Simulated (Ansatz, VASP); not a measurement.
## Be in VASP and in Ansatz

INCAR

```
SYSTEM = Be
PREC = Accurate ; ENCUT = 520
EDIFF = 1E-6 ; ISMEAR = 0
SIGMA = 0.3 ; LREAL = .False.
LASPH = .True. ; NELM = 100
ALGO = Normal ; ISIF = 2
LWAVE = .False. ; LCHARG = .True.
GGA = PE ; LELF = .True.
LVHAR = .True. ; NBANDS = 9
```

File KPOINTS:

```
regular mesh
0
Gamma
  16 16 9
  0 0 0
```

The input POSCAR:

```
Be
1.0
    2.2656737714      0.0000000000      0.0000000000
   -1.1328368857      1.9621310427      0.0000000000
    0.0000000000      0.0000000000      3.5587036811
Be
2
Direct
    0.3333333333      0.6666666667      0.2500000000
    0.6666666667      0.3333333333      0.7500000000
```

Input for Ansatz:

```yaml
crystal:
  lattice:
    - [2.2656737714, 0.0, 0.0]
    - [-1.1328368857, 1.9621310427, 0.0]
    - [0.0, 0.0, 3.5587036811]
  atoms:
    - { symbol: Be, position: [0.3333333333, 0.6666666667, 0.25] }
    - { symbol: Be, position: [0.6666666667, 0.3333333333, 0.75] }
hamiltonian:
  xc: pbe
  pseudopotentials:
    kind: paw
    azcp:
      Be: "pseudopotentials/Be.paw.azcp"
basis:
  ecutwfc: 420
  fft_grid_basis: typed
kpoints:
  mp_grid: { grid: [16, 16, 9], shift: [0, 0, 0] }
magnetization:
  spin_polarized: false
scf:
  occupations: { method: gaussian, width: 0.3 }
  lower_state_search: "off"
output:
  stress: true
```

Alike in both runs: task single point; functional PBE; k mesh 16 × 16 × 9; occupations gaussian, width 0.3 eV; no spin polarisation.

```csv
,VASP,Ansatz
version,VASP 6.6.1,Ansatz 0.2.0
potentials or method,"VASP PAW PBE potentials, release 64 (Be), cutoff 520 eV","plane waves (420 eV) with PAW, scalar-relativistic"
valence electrons in the cell,4,4
```

```tsv
	VASP	Ansatz	Ansatz less VASP
pressure (GPa)	0.1	0.0	-0.15
traceless stress, the component that is largest in VASP (GPa)	0.06	0.02	-0.033
```
